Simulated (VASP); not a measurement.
# Yb3InC (Pm-3m) in VASP: notebook

Runs on Yb3InC. Level: revPBE. Tasks: relaxation of cell and atoms.

All numbers are computed with VASP 6.6.1; they aren't measurements. Logs are shortened: lines on timing, memory, paths and dates and some standing lists are left out, and cuts for length are marked.

### 1 The cell of the first run

The structure is cubic, space group Pm-3m (No. 221). Conventional cell: a = 5.063 Å, b = 5.063 Å, c = 5.063 Å, α = 90.00°, β = 90.00°, γ = 90.00°. Within 3.3 Å of Yb (site symmetry 4/mmm) lie 2 C at 2.53 Å. In (site symmetry m-3m) has 12 Yb at 3.58 Å and 8 C at 4.38 Å within 4.7 Å. Within 3.3 Å of C (site symmetry m-3m) lie 6 Yb at 2.53 Å.

### 2 Relaxation of cell and atoms, revPBE, target pressure 5 GPa, at which the enthalpy is minimised

INCAR

```
SYSTEM = Yb3InC
ALGO     = Normal         ! electronic algorithm
EDIFF    = 1E-7           ! SCF threshold, eV
EDIFFG   = -0.1           ! ionic threshold
ENCUT    = 600            ! plane-wave cutoff, eV
GGA      = RE             ! functional
IBRION   = 2              ! ionic algorithm
ISIF     = 3              ! what is computed and relaxed
ISMEAR   = 0              ! smearing method
LASPH    = .TRUE.         ! aspherical terms in the spheres
LCHARG   = .FALSE.        ! write CHGCAR
LREAL    = .FALSE.        ! projectors in reciprocal space
LWAVE    = .FALSE.        ! write WAVECAR
NELM     = 60             ! most SCF steps
NSW      = 80             ! ionic steps
PREC     = Accurate       ! precision mode
PSTRESS  = 50.0         
SIGMA    = 0.01           ! smearing width, eV
```

KPOINTS

```
k-points
0
G
  3 3 3
  0 0 0
```

POSCAR

```
Yb3InC
1.0
    5.0632470000      0.0000000000      0.0000000000
    0.0000000000      5.0632470000      0.0000000000
    0.0000000000      0.0000000000      5.0632470000
Yb In C
3 1 1
Direct
    0.5000000000      0.0000000000      0.5000000000
    0.5000000000      0.5000000000      0.0000000000
    0.0000000000      0.5000000000      0.5000000000
    0.0000000000      0.0000000000      0.0000000000
    0.5000000000      0.5000000000      0.5000000000
```

Potentials or basis: VASP PAW PBE potentials, release 64 (Yb, In_d, C).

On the command line:

```sh
$ cat potpaw_PBE.64/Yb/POTCAR potpaw_PBE.64/In_d/POTCAR potpaw_PBE.64/C/POTCAR > POTCAR
$ mpirun -np 1 vasp_std > vasp.out
```

OUTCAR:

```text
SYSTEM = Yb3InC
   EDIFF = 1E-7
   EDIFFG = -0.1
   ENCUT = 600
   GGA = RE
   IBRION = 2
   ISIF = 3
   ISMEAR = 0
   LASPH = .TRUE.
   LREAL = .FALSE.
   NELM = 60
   NSW = 80
   PREC = Accurate
   PSTRESS = 50.0

 ion  position               nearest neighbor table
   1  0.500  0.000  0.500-   5 2.53   5 2.53   4 3.58   2 3.58   2 3.58   4 3.58   2 3.58   3 3.58
                             3 3.58   2 3.58   3 3.58   4 3.58   4 3.58   3 3.58
   2  0.500  0.500  0.000-   5 2.53   5 2.53   4 3.58   1 3.58   1 3.58   3 3.58   3 3.58   1 3.58
                             4 3.58   1 3.58   3 3.58   4 3.58   3 3.58   4 3.58
   3  0.000  0.500  0.500-   5 2.53   5 2.53   4 3.58   1 3.58   2 3.58   4 3.58   1 3.58   4 3.58
                             4 3.58   1 3.58   2 3.58   2 3.58   2 3.58   1 3.58
   4  0.000  0.000  0.000-   1 3.58   2 3.58   3 3.58   1 3.58   3 3.58   2 3.58   3 3.58   3 3.58
                             1 3.58   2 3.58   1 3.58   2 3.58
   5  0.500  0.500  0.500-   1 2.53   2 2.53   3 2.53   2 2.53   1 2.53   3 2.53

  LATTYP: Found a simple cubic cell.
 ALAT       =     5.0632470000

  Lattice vectors:

 A1 = (   5.0632470000,   0.0000000000,   0.0000000000)
 A2 = (   0.0000000000,   5.0632470000,   0.0000000000)
 A3 = (   0.0000000000,   0.0000000000,   5.0632470000)

Analysis of symmetry for initial positions (statically):
=====================================================================
 Subroutine PRICEL returns:
 Original cell was already a primitive cell.

 Routine SETGRP: Setting up the symmetry group for a
 simple cubic supercell.

 Subroutine GETGRP returns: Found 48 space group operations
 (whereof 48 operations were pure point group operations)
 out of a pool of 48 trial point group operations.

The static configuration has the point symmetry O_h .

Analysis of symmetry for dynamics (positions and initial velocities):
=====================================================================
 Subroutine PRICEL returns:
 Original cell was already a primitive cell.

 Routine SETGRP: Setting up the symmetry group for a
 simple cubic supercell.

 Subroutine GETGRP returns: Found 48 space group operations
 (whereof 48 operations were pure point group operations)
 out of a pool of 48 trial point group operations.

The dynamic configuration has the point symmetry O_h .

 Subroutine INISYM returns: Found 48 space group operations
 (whereof 48 operations are pure point group operations),
 and found     1 'primitive' translations

----------------------------------------------------------------------------------------

                                     Primitive cell

  volume of cell :     129.8038

  direct lattice vectors                    reciprocal lattice vectors
     5.063247000  0.000000000  0.000000000     0.197501722  0.000000000  0.000000000
     0.000000000  5.063247000  0.000000000     0.000000000  0.197501722  0.000000000
     0.000000000  0.000000000  5.063247000     0.000000000  0.000000000  0.197501722

  length of vectors
     5.063247000  5.063247000  5.063247000     0.197501722  0.197501722  0.197501722

  position of ions in fractional coordinates (direct lattice)
     0.500000000  0.000000000  0.500000000
     0.500000000  0.500000000  0.000000000
     0.000000000  0.500000000  0.500000000
     0.000000000  0.000000000  0.000000000
     0.500000000  0.500000000  0.500000000

  ion indices of the primitive-cell ions
   primitive index   ion index
                 1           1
                 2           2
                 3           3
                 4           4
                 5           5

----------------------------------------------------------------------------------------

 KPOINTS: k-points

Automatic generation of k-mesh.
 Grid dimensions read from file:
 generate k-points for:    3    3    3

 Generating k-lattice:

  Cartesian coordinates                     Fractional coordinates (reciprocal lattice)
     0.065833907  0.000000000  0.000000000     0.333333333  0.000000000  0.000000000
     0.000000000  0.065833907  0.000000000     0.000000000  0.333333333  0.000000000
     0.000000000  0.000000000  0.065833907     0.000000000  0.000000000  0.333333333

  Length of vectors
     0.065833907  0.065833907  0.065833907

  Shift w.r.t. Gamma in fractional coordinates (k-lattice)
     0.000000000  0.000000000  0.000000000

 Subroutine IBZKPT returns following result:
 ===========================================

 Found      4 irreducible k-points:

 Following reciprocal coordinates:
            Coordinates               Weight
  0.000000  0.000000  0.000000      1.000000
  0.333333  0.000000  0.000000      6.000000
  0.333333  0.333333  0.000000     12.000000
  0.333333  0.333333  0.333333      8.000000
   k-points           NKPTS =      4   k-points in BZ     NKDIM =      4   number of bands    NBANDS=     53
   number of dos      NEDOS =    301   number of ions     NIONS =      5
   total plane-waves  NPLWV =  64000
   dimension x,y,z NGX =    40 NGY =   40 NGZ =   40
   dimension x,y,z NGXF=    80 NGYF=   80 NGZF=   80
   ions per type =               3   1   1
   NGX,Y,Z   is equivalent  to a cutoff of  13.13, 13.13, 13.13 a.u.
   NGXF,Y,Z  is equivalent  to a cutoff of  26.27, 26.27, 26.27 a.u.
 SYSTEM =  Yb3InC
   PREC   = accura    normal or accurate (medium, high low for compatibility)
   ISTART =      0    job   : 0-new  1-cont  2-samecut
   ICHARG =      2    charge: 1-file 2-atom 10-const
   ISPIN  =      1    spin polarized calculation?
   LNONCOLLINEAR =      F non collinear calculations
   LSORBIT =      F    spin-orbit coupling
   LASPH  =      T    aspherical Exc in radial PAW
   ENCUT  =  600.0 eV  44.10 Ry    6.64 a.u.  10.11 10.11 10.11*2*pi/ulx,y,z
   NELM   =     60;   NELMIN=  2; NELMDL= -5     # of ELM steps
   EDIFF  = 0.1E-06   stopping-criterion for ELM
   LREAL  =      F    real-space projection
   EDIFFG = -.1E+00   stopping-criterion for IOM
   NSW    =     80    number of steps for IOM
   IBRION =      2    ionic relax: 0-MD 1-quasi-New 2-CG
   NFREE  =      1    steps in history (QN), initial steepest desc. (CG)
   ISIF   =      3    stress and relaxation
   ISYM   =      2    0-nonsym 1-usesym 2-fastsym
   POTIM  = 0.5000    time-step for ionic-motion
   TEBEG  =    0.0;   TEEND  =   0.0 temperature during run
   PSTRESS=   50.0 pullay stress
   NELECT =      89.0000    total number of electrons
   NUPDOWN=      -1.0000    fix difference up-down
   EMIN   =  10.00;   EMAX   =-10.00  energy-range for DOS
   EFERMI =   0.00;   METHOD = LEGACY
   ISMEAR =     0;   SIGMA  =   0.01  broadening in eV -4-tet -1-fermi 0-gaus
   EFERMI_NEDOS =   21; number of points for ismear=-14 and -15
   IALGO  =     38    algorithm
   IMIX   =      4    mixing-type and parameters
     AMIX     =   0.40;   BMIX     =  1.00
     AMIX_MAG =   1.60;   BMIX_MAG =  1.00
  volume/ion in A,a.u.               =      25.96       175.19
  Fermi-wavevector in a.u.,A,eV,Ry     =   1.443585  2.727980 28.353696  2.083938
  Thomas-Fermi vector in A             =   2.561976
   LORBIT       =      0    0 simple, 1 ext, 2 COOP (PROOUT), +10 PAW based schemes
   GGA     = RE    functional components
   LHFCALC =     F    Hartree Fock is set to
   AEXX    =    0.0000 exact exchange contribution
   IVDW    =     0    specifies the selected vdW correction
   LEPSILON=     F    determine dielectric tensor
   LRPA    =     F    only Hartree local field effects (RPA)
 conjugate gradient relaxation of ions
 non-spin polarized calculation
 Gauss-broadening in eV      SIGMA  =   0.01
  energy-cutoff  :      600.00
  volume of cell :      129.80
 maximum number of plane-waves:      4385
   NGX = 21   NGY = 21   NGZ = 21

--------------------------------------- Ionic step        1  -------------------------------------------

 number of electron      89.0000077 magnetization

 Free energy of the ion-electron system (eV)
  ---------------------------------------------------
  ext. energy  EPLUGINS =         0.00000000
  ---------------------------------------------------
  free energy    TOTEN  =       -21.84825220 eV

  energy without entropy =      -21.84670393  energy(sigma->0) =      -21.84747806

 E-fermi :   2.8759     XC(G=0):  -9.9821

 val. band max:        2.8596401758   @ k =   0.3333   0.0000   0.0000
 cond. band min:       2.8836729053   @ k =   0.3333   0.3333   0.0000
 fundamental gap:      0.0240327295
 Fermi energy:         2.8758974216

 k-point     1 :       0.0000    0.0000    0.0000
  band No.  band energies     occupation
      1     -48.5870      2.00000
      2     -48.5607      2.00000
      3     -48.5607      2.00000
      4     -21.0132      2.00000
      5     -21.0132      2.00000
      6     -21.0132      2.00000
[... 294 lines left out ...]
--------------------------------------- Ionic step        3  -------------------------------------------

 number of electron      89.0000017 magnetization

------------------------ aborting loop EDIFF was not reached (unconverged)  ----------------------------

  FORCE on cell =-STRESS in cart. coord.  units (eV):
  Direction    XX          YY          ZZ          XY          YZ          ZX
  --------------------------------------------------------------------------------------
  -------------------------------------------------------------------------------------
  Total        4.2127051      4.2127051      4.2127051      0.0000000      0.0000000     -0.0000000
  in kB       60.2679215     60.2679215     60.2679215      0.0000000      0.0000000     -0.0000000
  external PRESSURE =      10.2679215 kB  Pullay stress =      50.0000000 kB
[... 69 lines left out ...]
--------------------------------------- Ionic step        5  -------------------------------------------

 number of electron      89.0000005 magnetization

------------------------ aborting loop EDIFF was not reached (unconverged)  ----------------------------

  FORCE on cell =-STRESS in cart. coord.  units (eV):
  Direction    XX          YY          ZZ          XY          YZ          ZX
  --------------------------------------------------------------------------------------
  -------------------------------------------------------------------------------------
  Total        5.3077662      5.3077662      5.3077662     -0.0000000     -0.0000000      0.0000000
  in kB       75.3313432     75.3313432     75.3313432     -0.0000000     -0.0000000      0.0000000
  external PRESSURE =      25.3313432 kB  Pullay stress =      50.0000000 kB
[... 110 lines left out ...]
--------------------------------------- Ionic step        8  -------------------------------------------

 number of electron      89.0000003 magnetization

 Free energy of the ion-electron system (eV)
  ---------------------------------------------------
  ext. energy  EPLUGINS =         0.00000000
  ---------------------------------------------------
  free energy    TOTEN  =       -21.77429370 eV

  energy without entropy =      -21.77224041  energy(sigma->0) =      -21.77326705

 E-fermi :   3.5811     XC(G=0): -10.6579

 val. band max:        3.5766081976   @ k =   0.3333   0.0000   0.0000
 cond. band min:       3.5905266145   @ k =   0.3333   0.3333   0.0000
 fundamental gap:      0.0139184169
 Fermi energy:         3.5810662673

 k-point     1 :       0.0000    0.0000    0.0000
  band No.  band energies     occupation
      1     -47.7544      2.00000
      2     -47.7046      2.00000
      3     -47.7046      2.00000
      4     -20.2591      2.00000
      5     -20.2591      2.00000
      6     -20.2591      2.00000
[... 249 lines left out ...]
  energy  without entropy=      -21.7722404054  energy(sigma->0) =      -21.77326705

  enthalpy is  TOTEN    =       -18.2467848634 eV   P V=        3.5275088401

 reached required accuracy - stopping structural energy minimisation
```

Run time: 26 min. Hardware: 1 thread of Intel Xeon 6975P-C (Granite Rapids), shared host; peak memory 0.28 GiB.

Results:

| Property | Result |
| --- | --- |
| Free energy | -21.7743 eV |
| Relaxed volume | 22.61 Å³/atom |
| Relaxed cell | a = 4.835 Å, b = 4.835 Å, c = 4.835 Å, α = 90.00°, β = 90.00°, γ = 90.00° |
| Space group after relaxing (to 0.05 Å) | Pm-3m (No. 221) |
| Energy change on relaxing (the enthalpy is what falls) | +14.8 meV/atom |
| Ionic steps | 8 |
| Pressure after relaxing | 4.4 GPa |

Step by step:
```
step  energy change (eV)  largest force (eV/Å)  pressure (GPa)  volume (Å³)
   1              0.0000                0.0000           -2.02       129.80
   2              0.1928                0.0000            6.59       109.58
   3              0.1048                0.0000            6.03       111.99
   4              0.0514                0.0000            3.87       113.90
   5              0.0779                0.0000            7.53       112.89
   6              0.0593                0.0000            4.10       113.58
   7              0.0685                0.0000            4.15       113.24
   8              0.0740                0.0000            4.35       113.03
```

Final structure:
```xyz
5
Lattice="4.8351 0.0000 0.0000 0.0000 4.8351 0.0000 0.0000 0.0000 4.8351" Properties=species:S:1:pos:R:3 pbc="T T T"
Yb    2.4175    4.8351    2.4175
Yb    2.4175    2.4175    0.0000
Yb    4.8351    2.4175    2.4175
In    0.0000    0.0000    0.0000
C     2.4175    2.4175    2.4175
```

Caveat: the k points lie up to 0.43 Å⁻¹ apart in the final cell; the cell is relaxed towards a set pressure, so the enthalpy falls and the energy may rise; the PAW data sets were made with another functional, which shifts forces and pressure a little; spin-orbit coupling is left out, which moves the levels of the heavy elements; without U or exact exchange the open f shell lies at the Fermi level, which spoils levels, moments and volumes. Spin polarisation is off, so any magnetic state and its effect on volume and gap are missing.

### 3 Relaxation of cell and atoms, revPBE, target pressure 10 GPa, at which the enthalpy is minimised

INCAR

```
ALGO = Normal ; EDIFF = 1E-6
EDIFFG = -0.1 ; ENCUT = 600
GGA = RE ; IBRION = 2
ISIF = 3 ; ISMEAR = 0
LASPH = True ; LCHARG = False
LREAL = False ; LWAVE = False
NELM = 60 ; NSW = 80
PREC = Accurate ; PSTRESS = 100.0
SIGMA = 0.01
```

KPOINTS

```
k-points
0
Gamma
  3 3 3
```

POSCAR is that of step 2.

Potentials or basis: VASP PAW PBE potentials, release 64 (Yb, In_d, C).

On the command line:

```sh
$ cat potpaw_PBE.64/Yb/POTCAR potpaw_PBE.64/In_d/POTCAR potpaw_PBE.64/C/POTCAR > POTCAR
$ mpirun -np 1 vasp_std > vasp.out
```

It took 16 min on 1 thread of Intel Xeon 6975P-C (Granite Rapids), shared host; peak memory 0.27 GiB.

Results (log left out):

```yaml
Free_energy: -21.3593 eV
Relaxed_volume: 20.83 Å³/atom
Relaxed_cell: a = 4.705 Å, b = 4.705 Å, c = 4.705 Å, α = 90.00°, β = 90.00°, γ = 90.00°
Space_group_after_relaxing_to_0.05_Å: Pm-3m (No. 221)
Energy_change_on_relaxing_the_enthalpy_is_what_falls: +97.8 meV/atom
Ionic_steps: 6
Pressure_after_relaxing: 10.6 GPa
```

The path:
```
step  energy change (eV)  largest force (eV/Å)  pressure (GPa)  volume (Å³)
   1              0.0000                0.0000           -2.02       129.80
   2              1.1965                0.0000           19.16        96.55
   3              0.4168                0.0000            1.49       105.25
   4              0.7522                0.0000           13.72       100.81
   5              0.5672                0.0000           13.65       103.07
   6              0.4890                0.0000           10.60       104.15
```

Final structure:
```xyz
5
Lattice="4.7050 0.0000 0.0000 0.0000 4.7050 0.0000 0.0000 0.0000 4.7050" Properties=species:S:1:pos:R:3 pbc="T T T"
Yb    2.3525    0.0000    2.3525
Yb    2.3525    2.3525    0.0000
Yb    0.0000    2.3525    2.3525
In    0.0000    0.0000    0.0000
C     2.3525    2.3525    2.3525
```

Levels at points of the mesh, in eV from the Fermi level:
```tsv
k point	band 41	band 42	band 43	band 44	band 45	band 46
(0.00, 0.00, 0.00)	-0.09	-0.09	0.36	0.36	0.36	0.81
```

Caveat: the k points lie up to 0.45 Å⁻¹ apart in the final cell; the cell is relaxed towards a set pressure, so the enthalpy falls and the energy may rise; the volume moved by over 15 % at a fixed basis, so the end points are rough; the PAW data sets were made with another functional, which shifts forces and pressure a little; spin-orbit coupling is left out, which moves the levels of the heavy elements; without U or exact exchange the open f shell lies at the Fermi level, which spoils levels, moments and volumes. Spin polarisation is off, so any magnetic state and its effect on volume and gap are missing.

(Part 1 of 2 ends here.)
